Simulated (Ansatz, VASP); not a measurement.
**TiO2 in VASP and in Ansatz**

INCAR

```
ALGO = Normal
EDIFF = 1E-6
ENCUT = 520
ISIF = 2
ISMEAR = -1
LASPH = T
LCHARG = F
LREAL = F
LWAVE = F
NBANDS = 33
NELM = 100
PREC = Accurate
SIGMA = 0.05
```

KPOINTS

```
k-points
0
Gamma
  7 7 10
```

The input POSCAR:

```
TiO2
1.0
    4.5319113078      0.0000000000      0.0000000000
    0.0000000000      4.5319113078      0.0000000000
    0.0000000000      0.0000000000      2.9190086112
Ti O
2 4
Direct
    0.0000000000      0.0000000000      0.0000000000
    0.5000000000      0.5000000000      0.5000000000
    0.3060000000      0.3060000000      0.0000000000
    0.1940000000      0.8060000000      0.5000000000
    0.6940000000      0.6940000000      0.0000000000
    0.8060000000      0.1940000000      0.5000000000
```

Input for Ansatz:

```yaml
crystal:
  lattice:
    - [4.5319113078, 0.0, 0.0]
    - [0.0, 4.5319113078, 0.0]
    - [0.0, 0.0, 2.9190086112]
  atoms:
    - { symbol: Ti, position: [0.0, 0.0, 0.0] }
    - { symbol: Ti, position: [0.5, 0.5, 0.5] }
    - { symbol: O, position: [0.306, 0.306, 0.0] }
    - { symbol: O, position: [0.194, 0.806, 0.5] }
    - { symbol: O, position: [0.694, 0.694, 0.0] }
    - { symbol: O, position: [0.806, 0.194, 0.5] }
kpoints:
  mp_grid: { grid: [7, 7, 10] }
  band_path:
    path:
      - [0.0, 0.0, 0.0]
      - [0.0, 0.5, 0.0]
      - [0.5, 0.5, 0.0]
      - [0.0, 0.0, 0.0]
      - [0.0, 0.0, 0.5]
      - [0.0, 0.5, 0.5]
      - [0.5, 0.5, 0.5]
      - [0.0, 0.0, 0.5]
      - [0.0, 0.5, 0.0]
    npoints: 5
scf:
  occupations: { method: fermi_dirac, width: 0.05 }
hamiltonian:
  xc: lda
  pseudopotentials: { kind: all_electron, lapw: { basis_error: 0.0005 } }
output:
  forces: true
  stress: true
  eigenvalues: true
```

Change from the starting cell: volume scaled by 0.96.

Alike in both runs: task single point; functional LDA; k mesh 7 × 7 × 10; occupations fermi-dirac, width 0.05 eV; no spin polarisation.

```csv
,VASP,Ansatz
version,VASP 6.6.1,Ansatz 0.2.0
potentials or method,"VASP PAW LDA potentials, release 64 (Ti_sv, O), cutoff 520 eV","all-electron LAPW, scalar-relativistic"
```

VASP gave:

| Quantity | Value |
| --- | --- |
| gap on the k mesh at the Fermi level (eV) | 1.92 |
| pressure (GPa) | 3.6 |
| traceless stress, the component that is largest in VASP (GPa) | 0.12 |
| rms of the force components (eV/Å) | 0.174 |

Task: Estimate Ansatz's values.

Result: gap on the k mesh at the Fermi level (eV): 1.95; pressure (GPa): 2.5; traceless stress, the component that is largest in VASP (GPa): -0.19; rms of the force components (eV/Å): 0.156.

LDA's correlation is that of Perdew and Zunger in VASP and of Perdew and Wang (1992) in Ansatz. Atom by atom the forces differ by 0.018 eV/Å (rms over components). Ansatz ran all-electron here, and VASP with PAW potentials.
